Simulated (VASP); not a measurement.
Ni, 2 atoms in the cell. Symmetry: Fd-3m, No. 227, cubic system. The conventional cell has a = 4.788 Å, b = 4.788 Å, c = 4.788 Å, α = 90.00°, β = 90.00°, γ = 90.00°. Within 2.7 Å of Ni (site symmetry -43m) lie 4 Ni at 2.07 Å. This isn't the form of Ni at room conditions, which is fcc.

| Item | Value |
| --- | --- |
| Program | VASP 6.6.1 |
| Task | relaxation of cell and atoms |
| Functional | PBE |
| Potentials or basis | VASP PAW PBE potentials, release 64 (Ni) |
| Cutoff | 600 eV |
| k mesh | 14 × 14 × 14 |
| Occupations | fermi-dirac, width 0.05 eV |
| Spin | collinear spin, ferromagnetic start |
| Starting moments | [1.0, 1.0] μB |
| Target pressure | -0.94 GPa |
| Dipole correction | no |
| Further INCAR settings | ALGO = Normal; EDIFF = 1e-06; IBRION = 2; EDIFFG = -0.005; NSW = 60; ISIF = 3 |

Potentials or basis: VASP PAW PBE potentials, release 64 (Ni).

Run with:

```sh
$ cat potpaw_PBE.64/Ni/POTCAR > POTCAR
$ mpirun -np 1 vasp_std > vasp.out
```

Hardware: 1 thread of Intel(R) Xeon(R) Platinum 8259CL CPU @ 2.50GHz (Skylake/Cascade Lake), with other jobs on the host.

Question: Estimate the wall time of this run.

Answer: It took 7.2 min on 1 thread of Intel(R) Xeon(R) Platinum 8259CL CPU @ 2.50GHz (Skylake/Cascade Lake), with other jobs on the host, peak memory 0.23 GiB. Counts: scf iterations 59, k points 104, ion steps 6.
